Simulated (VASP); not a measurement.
Input of a VASP 6.6.1 run:

The input POSCAR:

```
C
1.0
    2.5221000000      0.0000000000      0.0000000000
   -1.2610500000      2.1842026709      0.0000000000
    0.0000000000      0.0000000000     12.3557000000
C
12
Direct
    0.6666666667      0.3333333333      0.3541700000
    0.3333333333      0.6666666667      0.8541700000
    0.6666666667      0.3333333333      0.1458300000
    0.3333333333      0.6666666667      0.6458300000
    0.6666666667      0.3333333333      0.4791700000
    0.3333333333      0.6666666667      0.9791700000
    0.6666666667      0.3333333333      0.0208300000
    0.3333333333      0.6666666667      0.5208300000
    0.0000000000      0.0000000000      0.8125000000
    0.0000000000      0.0000000000      0.3125000000
    0.0000000000      0.0000000000      0.6875000000
    0.0000000000      0.0000000000      0.1875000000
```

INCAR.step1

```
SYSTEM = C
PREC = Accurate
ENCUT = 520
EDIFF = 1E-5
ISMEAR = 0
SIGMA = 0.02
LREAL = .FALSE.
LASPH = .TRUE.
NELM = 80
ALGO = Normal
ISIF = 2
LWAVE = .TRUE.
LCHARG = .FALSE.
GGA = PE
KPAR = 2
```

File INCAR.step2:

```
SYSTEM = C
PREC = Accurate
ENCUT = 520
EDIFF = 1E-6
ISMEAR = 0
SIGMA = 0.02
LREAL = .FALSE.
LASPH = .TRUE.
NELM = 80
ALGO = Normal
ISIF = 2
LWAVE = .FALSE.
LCHARG = .FALSE.
METAGGA = MBJ
ISTART = 1
KPAR = 2
```

The input KPOINTS:

```
regular mesh
0
G
  12 12 4
  0 0 0
```

KPOINTS_OPT

```
path GMKGALHA,LM,KH
10
line-mode
reciprocal
 0.0000000000  0.0000000000  0.0000000000  G
 0.5000000000  0.0000000000  0.0000000000  M

 0.5000000000  0.0000000000  0.0000000000  M
 0.3333333333  0.3333333333  0.0000000000  K

 0.3333333333  0.3333333333  0.0000000000  K
 0.0000000000  0.0000000000  0.0000000000  G

 0.0000000000  0.0000000000  0.0000000000  G
 0.0000000000  0.0000000000  0.5000000000  A

 0.0000000000  0.0000000000  0.5000000000  A
 0.5000000000  0.0000000000  0.5000000000  L

 0.5000000000  0.0000000000  0.5000000000  L
 0.3333333333  0.3333333333  0.5000000000  H

 0.3333333333  0.3333333333  0.5000000000  H
 0.0000000000  0.0000000000  0.5000000000  A

 0.5000000000  0.0000000000  0.5000000000  L
 0.5000000000  0.0000000000  0.0000000000  M

 0.3333333333  0.3333333333  0.0000000000  K
 0.3333333333  0.3333333333  0.5000000000  H
```

Potentials or basis: VASP PAW PBE potentials, release 64 (C).

Run with:

```bash
$ cat potpaw_PBE.64/C/POTCAR > POTCAR
$ cp INCAR.step1 INCAR
$ mpirun -np 2 vasp_std > vasp.out
$ cp INCAR.step2 INCAR
$ mpirun -np 2 vasp_std > vasp.out
```

Question: Estimate the band gap along the path.

Answer: 5.16 eV (least direct gap 6.31 eV).

Question: Estimate the band gap on the k mesh.

Answer: 5.18 eV (least direct gap 6.31 eV).

Levels at the corners of the path, in eV from the valence-band top:
| point | band 20 | band 21 | band 22 | band 23 | band 24 | band 25 | band 26 | band 27 | band 28 | band 29 |
| --- | --- | --- | --- | --- | --- | --- | --- | --- | --- | --- |
| Γ | -0.92 | -0.92 | -0.15 | 0.00 | 0.00 | 6.31 | 6.31 | 6.70 | 7.37 | 7.37 |
| M | -4.23 | -3.94 | -3.93 | -3.50 | -2.80 | 5.34 | 5.94 | 6.11 | 6.44 | 7.64 |
| M | -4.23 | -3.94 | -3.93 | -3.50 | -2.80 | 5.34 | 5.94 | 6.11 | 6.44 | 7.64 |
| K | -6.04 | -5.80 | -4.65 | -4.41 | -4.41 | 6.61 | 6.61 | 7.13 | 9.74 | 10.54 |
| K | -6.04 | -5.80 | -4.65 | -4.41 | -4.41 | 6.61 | 6.61 | 7.13 | 9.74 | 10.54 |
| Γ | -0.92 | -0.92 | -0.15 | 0.00 | 0.00 | 6.31 | 6.31 | 6.70 | 7.37 | 7.37 |
| Γ | -0.92 | -0.92 | -0.15 | 0.00 | 0.00 | 6.31 | 6.31 | 6.70 | 7.37 | 7.38 |
| A | -1.29 | -0.30 | -0.30 | -0.30 | -0.30 | 6.70 | 6.70 | 6.70 | 6.70 | 7.24 |
| A | -1.29 | -0.30 | -0.30 | -0.30 | -0.30 | 6.70 | 6.70 | 6.70 | 6.70 | 7.24 |
| L | -4.83 | -3.66 | -3.66 | -3.14 | -3.14 | 5.52 | 5.52 | 6.70 | 6.70 | 6.88 |
| L | -4.83 | -3.66 | -3.66 | -3.14 | -3.14 | 5.52 | 5.52 | 6.70 | 6.70 | 6.88 |
| H | -5.63 | -5.14 | -5.14 | -4.62 | -4.62 | 6.89 | 6.89 | 8.01 | 8.01 | 9.06 |
| H | -5.63 | -5.14 | -5.14 | -4.62 | -4.62 | 6.89 | 6.89 | 8.01 | 8.01 | 9.06 |
| A | -1.29 | -0.30 | -0.30 | -0.30 | -0.30 | 6.70 | 6.70 | 6.70 | 6.70 | 7.24 |
| L | -4.83 | -3.66 | -3.66 | -3.14 | -3.14 | 5.52 | 5.52 | 6.70 | 6.70 | 6.88 |
| M | -4.23 | -3.94 | -3.93 | -3.50 | -2.80 | 5.34 | 5.94 | 6.11 | 6.44 | 7.64 |
| K | -6.04 | -5.80 | -4.65 | -4.41 | -4.41 | 6.61 | 6.61 | 7.13 | 9.74 | 10.54 |
| H | -5.63 | -5.14 | -5.14 | -4.62 | -4.62 | 6.89 | 6.89 | 8.01 | 8.01 | 9.06 |
